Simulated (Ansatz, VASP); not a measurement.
## One calculation of Si5C, two programs

The input INCAR:

```
  PREC = Accurate
  ENCUT = 600
  EDIFF = 1E-6
  ISMEAR = 0
  SIGMA = 0.1
  LREAL = False
  LASPH = True
  NELM = 60
  ALGO = Normal
  ISIF = 3
  LWAVE = False
  LCHARG = False
  GGA = PE
  IBRION = 2
  NSW = 100
  EDIFFG = -0.01
```

The input KPOINTS:

```
Automatic mesh
0
Gamma
  8 8 14
```

The input POSCAR:

```
Si5C
1.0
    2.4280254867     -5.6360775733      0.0000000000
    2.4280254867      5.6360775733      0.0000000000
    0.0000000000      0.0000000000      2.8867876898
Si C
5 1
Direct
    0.8039898908      0.1960101092      0.0000000000
    0.3835317838      0.6164682162      0.5000000000
    0.6164682162      0.3835317838      0.5000000000
    0.0000000000      0.0000000000      0.5000000000
    0.1960101092      0.8039898908      0.0000000000
    0.5000000000      0.5000000000      0.0000000000
```

Input for Ansatz:

```yaml
crystal:
  lattice:
    - [2.4280254867, -5.6360775733, 0.0]
    - [2.4280254867, 5.6360775733, 0.0]
    - [0.0, 0.0, 2.8867876898]
  atoms:
    - { symbol: Si, position: [0.8039898908, 0.1960101092, 0.0] }
    - { symbol: Si, position: [0.3835317838, 0.6164682162, 0.5] }
    - { symbol: Si, position: [0.6164682162, 0.3835317838, 0.5] }
    - { symbol: Si, position: [0.0, 0.0, 0.5] }
    - { symbol: Si, position: [0.1960101092, 0.8039898908, 0.0] }
    - { symbol: C, position: [0.5, 0.5, 0.0] }
basis:
  ecutwfc: 420
kpoints:
  mp_grid: { grid: [8, 8, 14] }
hamiltonian:
  xc: pbe
scf:
  occupations: { method: gaussian, width: 0.1 }
output:
  forces: true
  stress: true
  eigenvalues: true
relax:
  adjacent_minimum: "off"
  f_tol: 0.01
  max_steps: 80
  cell: { stress_tol: 0.05 }
```

Alike in both runs: task relaxation of cell and atoms; functional PBE; k mesh 8 × 8 × 14; occupations gaussian, width 0.1 eV; no spin polarisation.

|  | VASP | Ansatz |
| --- | --- | --- |
| version | VASP 6.6.1 | Ansatz 0.2.0 |
| potentials or method | VASP PAW PBE potentials, release 64 (Si, C), cutoff 600 eV | scalar-relativistic, plane waves, PAW |
| valence electrons in the cell | 24 | 24 |

```csv
,VASP,Ansatz,Ansatz less VASP
"gap on the k mesh at the Fermi level, each at its own relaxed structure (eV)",none,none,-
relaxed volume (Å³/atom),13.33,13.34,+0.007
relaxed cell length with the largest relative difference (Å),2.837,2.835,-0.0022
```

A gap of «none» marks a metal or a gap that the smearing closes.
